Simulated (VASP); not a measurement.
A run of VASP 6.6.1 is set up as follows.

The input POSCAR:

```
TaN
1.0
    0.0000000000      2.2259679500      2.2259679500
    2.2259679500      0.0000000000      2.2259679500
    2.2259679500      2.2259679500      0.0000000000
Ta N
1 1
Direct
    0.5000000000      0.5000000000      0.5000000000
    0.0000000000      0.0000000000      0.0000000000
```

INCAR.step1

```
PREC = Accurate ; ENCUT = 520
EDIFF = 1E-5 ; ISMEAR = -1
SIGMA = 0.05 ; LREAL = False
LASPH = True ; NELM = 80
ALGO = Normal ; ISIF = 2
LWAVE = True ; GGA = PE
NBANDS = 15
```

INCAR.step2

```
PREC = Accurate ; ENCUT = 520
EDIFF = 1E-6 ; ISMEAR = -1
SIGMA = 0.05 ; LREAL = False
LASPH = True ; NELM = 80
ALGO = Normal ; ISIF = 2
LWAVE = False ; LCHARG = True
GGA = PE ; LHFCALC = True
AEXX = 0.25 ; PRECFOCK = Normal
LELF = True ; LVHAR = True
ISTART = 1 ; NBANDS = 15
```

File KPOINTS:

```
regular mesh
0
Gamma
  6 6 6
```

Potentials or basis: VASP PAW PBE potentials, release 64 (Ta_pv, N).

Launch:

```bash
$ cat potpaw_PBE.64/Ta_pv/POTCAR potpaw_PBE.64/N/POTCAR > POTCAR
$ cp INCAR.step1 INCAR
$ mpirun -np 1 vasp_std > vasp.out
$ cp INCAR.step2 INCAR
$ mpirun -np 1 vasp_std > vasp.out
```

**Question.** Estimate the pressure.

**Answer.** -15.9 GPa.

**Question.** What does it give for the band gap on the k mesh?

**Answer.** Zero (bands 8 and 9 overlap by 5.17 eV).

Caveat: the k points lie up to 0.41 Å⁻¹ apart, too coarse for converged energies and pressures of a metal; the PAW data sets were made with another functional, which shifts forces and pressure a little; spin-orbit coupling is left out, which moves the levels of the heavy elements.
